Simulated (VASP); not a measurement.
# MnS (F-43m) in VASP: notebook

Runs on MnS. Level: PBEsol+U. Tasks: relaxation of cell and atoms, single point.

All numbers are computed with VASP 6.6.1; they aren't measurements. Logs are shortened: lines on timing, memory, paths and dates and some standing lists are left out, and cuts for length are marked.

### 1 The cell of the first run

The structure is cubic, space group F-43m (No. 216). The conventional cell has a = 4.947 Å, b = 4.947 Å, c = 4.947 Å, α = 90.00°, β = 90.00°, γ = 90.00°. Within 2.8 Å of Mn (site symmetry -43m) lie 4 S at 2.14 Å. Within 2.8 Å of S (site symmetry -43m) lie 4 Mn at 2.14 Å.

### 2 Relaxation of cell and atoms, PBEsol+U, collinear spin, ferromagnetic start

File INCAR:

```
PREC     = Accurate       # precision mode
ENCUT    = 600            # plane-wave cutoff, eV
EDIFF    = 1E-7           # SCF threshold, eV
ISMEAR   = -1             # smearing method
SIGMA    = 0.05           # smearing width, eV
LREAL    = False          # projectors in reciprocal space
LASPH    = True           # aspherical terms in the spheres
NELM     = 150            # most SCF steps
ALGO     = Normal         # electronic algorithm
ISIF     = 3              # what is computed and relaxed
LWAVE    = False          # write WAVECAR
LCHARG   = False          # write CHGCAR
ISPIN    = 2              # spin polarisation
MAGMOM   = 4 0            # initial moments
LORBIT   = 11             # projections on sites
LMAXMIX  = 4              # l up to which the mixer works
LDAU     = True           # DFT+U
LDAUTYPE = 2            
LDAUL    = 2 -1           # shell
LDAUU    = 8 0            # U, eV
LDAUJ    = 0 0          
LDAUPRINT= 1            
GGA      = PS             # functional
IBRION   = 2              # ionic algorithm
NSW      = 60             # ionic steps
EDIFFG   = -0.01          # ionic threshold
```

File KPOINTS:

```
Automatic mesh
0
Gamma
  9 9 9
```

File POSCAR:

```
MnS
1.0
    0.0000000000      2.4734634191      2.4734634191
    2.4734634191      0.0000000000      2.4734634191
    2.4734634191      2.4734634191      0.0000000000
Mn S
1 1
Direct
    0.0000000000      0.0000000000      0.0000000000
    0.7500000000      0.7500000000      0.7500000000
```

Potentials or basis: VASP PAW PBE potentials, release 64 (Mn_pv, S).

On the command line:

```bash
$ cat potpaw_PBE.64/Mn_pv/POTCAR potpaw_PBE.64/S/POTCAR > POTCAR
$ mpirun -np 1 vasp_std > vasp.out
```

OUTCAR:

```text
PREC = Accurate
   ENCUT = 600
   EDIFF = 1E-7
   ISMEAR = -1
   LREAL = False
   LASPH = True
   NELM = 150
   ISIF = 3
   ISPIN = 2
   LORBIT = 11
   GGA = PS
   IBRION = 2
   NSW = 60
   EDIFFG = -0.01

 ion  position               nearest neighbor table
   1  0.000  0.000  0.000-   2 2.14   2 2.14   2 2.14   2 2.14
   2  0.750  0.750  0.750-   1 2.14   1 2.14   1 2.14   1 2.14

  LATTYP: Found a face centered cubic cell.
 ALAT       =     4.9469268382

  Lattice vectors:

 A1 = (   0.0000000000,   2.4734634191,   2.4734634191)
 A2 = (   2.4734634191,   0.0000000000,   2.4734634191)
 A3 = (   2.4734634191,   2.4734634191,   0.0000000000)

Analysis of symmetry for initial positions (statically):
=====================================================================
 Subroutine PRICEL returns:
 Original cell was already a primitive cell.

 Routine SETGRP: Setting up the symmetry group for a
 face centered cubic supercell.

 Subroutine GETGRP returns: Found 24 space group operations
 (whereof 24 operations were pure point group operations)
 out of a pool of 48 trial point group operations.

The static configuration has the point symmetry T_d .

Analysis of symmetry for dynamics (positions and initial velocities):
=====================================================================
 Subroutine PRICEL returns:
 Original cell was already a primitive cell.

 Routine SETGRP: Setting up the symmetry group for a
 face centered cubic supercell.

 Subroutine GETGRP returns: Found 24 space group operations
 (whereof 24 operations were pure point group operations)
 out of a pool of 48 trial point group operations.

The dynamic configuration has the point symmetry T_d .

Analysis of structural, dynamic, and magnetic symmetry:
=====================================================================
 Subroutine PRICEL returns:
 Original cell was already a primitive cell.

 Routine SETGRP: Setting up the symmetry group for a
 face centered cubic supercell.

 Subroutine GETGRP returns: Found 24 space group operations
 (whereof 24 operations were pure point group operations)
 out of a pool of 48 trial point group operations.

The overall configuration has the point symmetry T_d .

 Subroutine INISYM returns: Found 24 space group operations
 (whereof 24 operations are pure point group operations),
 and found     1 'primitive' translations

----------------------------------------------------------------------------------------

                                     Primitive cell

  volume of cell :      30.2654

  direct lattice vectors                    reciprocal lattice vectors
     0.000000000  2.473463419  2.473463419    -0.202145702  0.202145702  0.202145702
     2.473463419  0.000000000  2.473463419     0.202145702 -0.202145702  0.202145702
     2.473463419  2.473463419  0.000000000     0.202145702  0.202145702 -0.202145702

  length of vectors
     3.498005513  3.498005513  3.498005513     0.350126627  0.350126627  0.350126627

  position of ions in fractional coordinates (direct lattice)
     0.000000000  0.000000000  0.000000000
     0.750000000  0.750000000  0.750000000

  ion indices of the primitive-cell ions
   primitive index   ion index
                 1           1
                 2           2

----------------------------------------------------------------------------------------

 KPOINTS: Automatic mesh

Automatic generation of k-mesh.
 Grid dimensions read from file:
 generate k-points for:    9    9    9

 Generating k-lattice:

  Cartesian coordinates                     Fractional coordinates (reciprocal lattice)
    -0.022460634  0.022460634  0.022460634     0.111111111  0.000000000  0.000000000
     0.022460634 -0.022460634  0.022460634     0.000000000  0.111111111  0.000000000
     0.022460634  0.022460634 -0.022460634     0.000000000  0.000000000  0.111111111

  Length of vectors
     0.038902959  0.038902959  0.038902959

  Shift w.r.t. Gamma in fractional coordinates (k-lattice)
     0.000000000  0.000000000  0.000000000

 Subroutine IBZKPT returns following result:
 ===========================================

 Found     35 irreducible k-points:

 Following reciprocal coordinates:
            Coordinates               Weight
[... 39 lines left out ...]
   LSORBIT =      F    spin-orbit coupling
   LASPH  =      T    aspherical Exc in radial PAW
   ENCUT  =  600.0 eV  44.10 Ry    6.64 a.u.   6.99  6.99  6.99*2*pi/ulx,y,z
   NELM   =    150;   NELMIN=  2; NELMDL= -5     # of ELM steps
   EDIFF  = 0.1E-06   stopping-criterion for ELM
   LREAL  =      F    real-space projection
   EDIFFG = -.1E-01   stopping-criterion for IOM
   NSW    =     60    number of steps for IOM
   IBRION =      2    ionic relax: 0-MD 1-quasi-New 2-CG
   NFREE  =      1    steps in history (QN), initial steepest desc. (CG)
   ISIF   =      3    stress and relaxation
   ISYM   =      2    0-nonsym 1-usesym 2-fastsym
   POTIM  = 0.5000    time-step for ionic-motion
   TEBEG  =    0.0;   TEEND  =   0.0 temperature during run
   PSTRESS=    0.0 pullay stress
   NELECT =      19.0000    total number of electrons
   NUPDOWN=      -1.0000    fix difference up-down
   EMIN   =  10.00;   EMAX   =-10.00  energy-range for DOS
   EFERMI =   0.00;   METHOD = LEGACY
   ISMEAR =    -1;   SIGMA  =   0.05  broadening in eV -4-tet -1-fermi 0-gaus
   EFERMI_NEDOS =   21; number of points for ismear=-14 and -15
   IALGO  =     38    algorithm
   IMIX   =      4    mixing-type and parameters
     AMIX     =   0.40;   BMIX     =  1.00
     AMIX_MAG =   1.60;   BMIX_MAG =  1.00
  volume/ion in A,a.u.               =      15.13       102.12
  Fermi-wavevector in a.u.,A,eV,Ry     =   1.401771  2.648964 26.734947  1.964963
  Thomas-Fermi vector in A             =   2.524600
   LORBIT       =     11    0 simple, 1 ext, 2 COOP (PROOUT), +10 PAW based schemes
 LDA+U is selected, type is set to LDAUTYPE =  2
   angular momentum for each species LDAUL =     2   -1
   U (eV)           for each species LDAUU =   8.0  0.0
   J (eV)           for each species LDAUJ =   0.0  0.0
   GGA     = PS    functional components
   LHFCALC =     F    Hartree Fock is set to
   AEXX    =    0.0000 exact exchange contribution
   IVDW    =     0    specifies the selected vdW correction
   LEPSILON=     F    determine dielectric tensor
   LRPA    =     F    only Hartree local field effects (RPA)
 conjugate gradient relaxation of ions
 spin polarized calculation
  energy-cutoff  :      600.00
  volume of cell :       30.27
 maximum number of plane-waves:      1022
   NGX = 13   NGY = 13   NGZ = 13

--------------------------------------- Ionic step        1  -------------------------------------------

 number of electron      18.9999986 magnetization       4.9160053

 Free energy of the ion-electron system (eV)
  ---------------------------------------------------
  ext. energy  EPLUGINS =         0.00000000
  ---------------------------------------------------
  free energy    TOTEN  =       -10.37108139 eV

  energy without entropy =      -10.36900238  energy(sigma->0) =      -10.37004188

 E-fermi :   8.5063     XC(G=0): -11.2831

 val. band max:        8.3368434914   @ k =   0.1111   0.1111   0.0000
 cond. band min:       8.5143968695   @ k =  -0.4444   0.4444   0.1111
 fundamental gap:      0.1775533781
 Fermi energy:         8.5062815758

 spin component 1

 k-point     1 :       0.0000    0.0000    0.0000
  band No.  band energies     occupation
      1     -42.3585      1.00000
      2     -42.3585      1.00000
      3     -42.3585      1.00000
      4      -7.5522      1.00000
      5      -0.3616      1.00000
      6      -0.3616      1.00000
      7      -0.3616      1.00000
      8       1.4353      1.00000
      9       1.4353      1.00000
     10       8.8995      0.00038
     11       8.8995      0.00038
     12       8.8995      0.00038
[... 954 lines left out ...]
  FREE ENERGIE OF THE ION-ELECTRON SYSTEM (eV)
  ---------------------------------------------------
  free  energy   TOTEN  =       -12.7490508451 eV

  energy  without entropy=      -12.7490508431  energy(sigma->0) =      -12.74905084

[... ionic steps 4 to 16 ...]

--------------------------------------- Ionic step       17  -------------------------------------------

 number of electron      19.0000013 magnetization      -5.0000006

------------------------ aborting loop because EDIFF is reached ----------------------------------------
[... 61 lines left out ...]
  FREE ENERGIE OF THE ION-ELECTRON SYSTEM (eV)
  ---------------------------------------------------
  free  energy   TOTEN  =       -12.7491304583 eV

  energy  without entropy=      -12.7491304565  energy(sigma->0) =      -12.74913046

atom =   1  type =  1  l = 2

 onsite density matrix

spin component  1

  0.0347 -0.0000 -0.0000 -0.0000 -0.0000
 -0.0000  0.0347 -0.0000 -0.0000 -0.0000
 -0.0000 -0.0000  0.0098 -0.0000  0.0000
 -0.0000 -0.0000 -0.0000  0.0347  0.0000
 -0.0000 -0.0000  0.0000  0.0000  0.0098

spin component  2

  0.9544 -0.0000 -0.0000 -0.0000  0.0000
 -0.0000  0.9544  0.0000  0.0000  0.0000
 -0.0000  0.0000  0.9461  0.0000  0.0000
 -0.0000  0.0000  0.0000  0.9544 -0.0000
  0.0000  0.0000  0.0000 -0.0000  0.9461

 occupancies and eigenvectors

  o =  0.0098  v =  0.0000  0.0000  0.8618  0.0000 -0.5072  0.0000  0.0000  0.0000  0.0000  0.0000      0.0000  0.0000  0.0000  0.0000  0.0000  0.0000  0.0000  0.0000  0.0000  0.0000
  o =  0.0098  v = -0.0000 -0.0000 -0.5072  0.0000 -0.8618  0.0000  0.0000  0.0000  0.0000  0.0000      0.0000  0.0000  0.0000  0.0000  0.0000  0.0000  0.0000  0.0000  0.0000  0.0000
  o =  0.0347  v =  0.0151 -0.0102 -0.0000  0.9998  0.0000  0.0000  0.0000  0.0000  0.0000  0.0000      0.0000  0.0000  0.0000  0.0000  0.0000  0.0000  0.0000  0.0000  0.0000  0.0000
  o =  0.0347  v = -0.0134 -0.9999  0.0000 -0.0100 -0.0000  0.0000  0.0000  0.0000  0.0000  0.0000      0.0000  0.0000  0.0000  0.0000  0.0000  0.0000  0.0000  0.0000  0.0000  0.0000
  o =  0.0347  v = -0.9998  0.0133  0.0000  0.0152  0.0000  0.0000  0.0000  0.0000  0.0000  0.0000      0.0000  0.0000  0.0000  0.0000  0.0000  0.0000  0.0000  0.0000  0.0000  0.0000
  o =  0.9461  v =  0.0000  0.0000  0.0000  0.0000  0.0000  0.0000  0.0000  0.6621  0.0000  0.7494      0.0000  0.0000  0.0000  0.0000  0.0000  0.0000  0.0000  0.0000  0.0000  0.0000
  o =  0.9461  v =  0.0000  0.0000  0.0000  0.0000  0.0000  0.0000  0.0000  0.7494  0.0000 -0.6621      0.0000  0.0000  0.0000  0.0000  0.0000  0.0000  0.0000  0.0000  0.0000  0.0000
  o =  0.9544  v =  0.0000  0.0000  0.0000  0.0000  0.0000  0.0000  0.0424  0.0000 -0.9991  0.0000      0.0000  0.0000  0.0000  0.0000  0.0000  0.0000  0.0000  0.0000  0.0000  0.0000
  o =  0.9544  v =  0.0000  0.0000  0.0000  0.0000  0.0000  1.0000  0.0000  0.0000  0.0000  0.0000      0.0000  0.0000  0.0000  0.0000  0.0000  0.0000  0.0000  0.0000  0.0000  0.0000
  o =  0.9544  v =  0.0000  0.0000  0.0000  0.0000  0.0000  0.0000  0.9991 -0.0000  0.0424  0.0000      0.0000  0.0000  0.0000  0.0000  0.0000  0.0000  0.0000  0.0000  0.0000  0.0000

--------------------------------------- Ionic step       19  -------------------------------------------

 number of electron      19.0000013 magnetization      -5.0000006

 Free energy of the ion-electron system (eV)
  ---------------------------------------------------
  ext. energy  EPLUGINS =         0.00000000
  ---------------------------------------------------
  free energy    TOTEN  =       -12.74918261 eV

  energy without entropy =      -12.74918261  energy(sigma->0) =      -12.74918261

 E-fermi :   3.8402     XC(G=0):  -9.1688

 val. band max:        3.0450807594   @ k =   0.0000   0.0000   0.0000
 cond. band min:       4.5407024036   @ k =   0.0000   0.0000   0.0000
 fundamental gap:      1.4956216443
 Fermi energy:         3.8401791034

 spin component 1

 k-point     1 :       0.0000    0.0000    0.0000
  band No.  band energies     occupation
      1     -41.9828      1.00000
      2     -41.9828      1.00000
      3     -41.9828      1.00000
      4      -9.2963      1.00000
      5       1.4584      1.00000
      6       1.4584      1.00000
      7       1.4584      1.00000
      8       5.4054      0.00000
      9       7.9543      0.00000
     10       7.9543      0.00000
     11       9.6675      0.00000
     12       9.6675      0.00000
[... 882 lines left out ...]
  FREE ENERGIE OF THE ION-ELECTRON SYSTEM (eV)
  ---------------------------------------------------
  free  energy   TOTEN  =       -12.7491826137 eV

  energy  without entropy=      -12.7491826119  energy(sigma->0) =      -12.74918261

 reached required accuracy - stopping structural energy minimisation

 total charge

# of ion       s       p       d       tot
------------------------------------------
    1        0.257   6.199   4.862  11.318
    2        1.307   2.452   0.000   3.760
--------------------------------------------------
tot          1.565   8.651   4.862  15.078

 magnetization (x)

# of ion       s       p       d       tot
------------------------------------------
    1       -0.046  -0.050  -4.620  -4.716
    2       -0.002   0.028   0.000   0.027
--------------------------------------------------
tot         -0.048  -0.021  -4.620  -4.689
```

Run time: 4.7 min. Hardware: 1 thread of AMD EPYC 7R13 (Zen 3), shared host; peak memory 0.16 GiB.

What came out:

- Free energy: -12.7492 eV
- Relaxed volume: 23.53 Å³/atom
- Relaxed cell: a = 4.052 Å, b = 4.052 Å, c = 4.052 Å, α = 60.00°, β = 60.00°, γ = 60.00°
- Space group after relaxing (to 0.1 Å): F-43m (No. 216)
- Energy gained by relaxing: 1189.1 meV/atom
- Ionic steps: 19
- Pressure after relaxing: 0.1 GPa
- Band gap on the k mesh: 1.50 eV
- Net moment: -5.00 μB per cell
- Site moments: Mn -4.72; S +0.03 μB
- Valence electrons inside the program's atomic spheres: Mn 11.32; S 3.76

The path:
```tsv
step	energy change (eV)	largest force (eV/Å)	pressure (GPa)	volume (Å³)
1	0.0000	0.0000	64.18	30.27
2	-1.6197	0.0000	-9.91	65.34
3	-2.3780	0.0000	-0.24	47.28
4	-2.3779	0.0000	0.26	46.89
5	-2.3779	0.0000	0.27	46.89
6	-2.3779	0.0000	0.27	46.89
7	-2.3779	0.0000	0.26	46.89
8	-2.3779	0.0000	0.27	46.89
9	-2.3779	0.0000	0.27	46.89
10	-2.3779	0.0000	0.27	46.89
11	-2.3779	0.0000	0.27	46.89
12	-2.3779	0.0000	0.27	46.90
13	-2.3779	0.0000	0.26	46.90
14	-2.3779	0.0000	0.26	46.90
15	-2.3780	0.0000	0.25	46.90
16	-2.3780	0.0000	0.24	46.91
17	-2.3780	0.0000	0.20	46.94
18	-2.3780	0.0000	0.14	46.98
19	-2.3781	0.0000	0.05	47.06
```

Final structure:
```
Mn S
1.0
     0.00000    2.86552    2.86552
     2.86552    0.00000    2.86552
     2.86552    2.86552    0.00000
Mn S
1 1
Direct
  0.00000 0.00000 0.00000
  0.75000 0.75000 0.75000
```

Levels at points of the mesh, in eV from the valence-band top:
Spin up:
| k point | band 3 | band 4 | band 5 | band 6 | band 7 | band 8 | band 9 | band 10 | band 11 | band 12 |
| --- | --- | --- | --- | --- | --- | --- | --- | --- | --- | --- |
| (0.00, 0.00, 0.00) | -45.03 | -12.34 | -1.59 | -1.59 | -1.59 | 2.36 | 4.91 | 4.91 | 6.62 | 6.62 |
Spin down:
| k point | band 9 | band 10 | band 11 | band 12 | band 13 | band 14 | band 15 |
| --- | --- | --- | --- | --- | --- | --- | --- |
| (0.00, 0.00, 0.00) | -5.80 | 0.00 | 0.00 | 0.00 | 1.50 | 6.52 | 6.52 |

Eigenvalues of the final occupation matrices:
```tsv
site	spin	trace	eigenvalues
site 1 d	1	0.12	0.01 0.01 0.03 0.03 0.03
site 1 d	2	4.76	0.95 0.95 0.95 0.95 0.95
```

Caveat: the electronic state changed during the relaxation; the volume moved by over 15 % at a fixed basis, so the end points are rough; the PAW data sets were made with another functional, which shifts forces and pressure a little; a cell with one magnetic atom can't hold antiferromagnetic order, which such compounds often take. The state reached can hang on the start; a lower one may exist.

(Continued in part 2 of 2.)
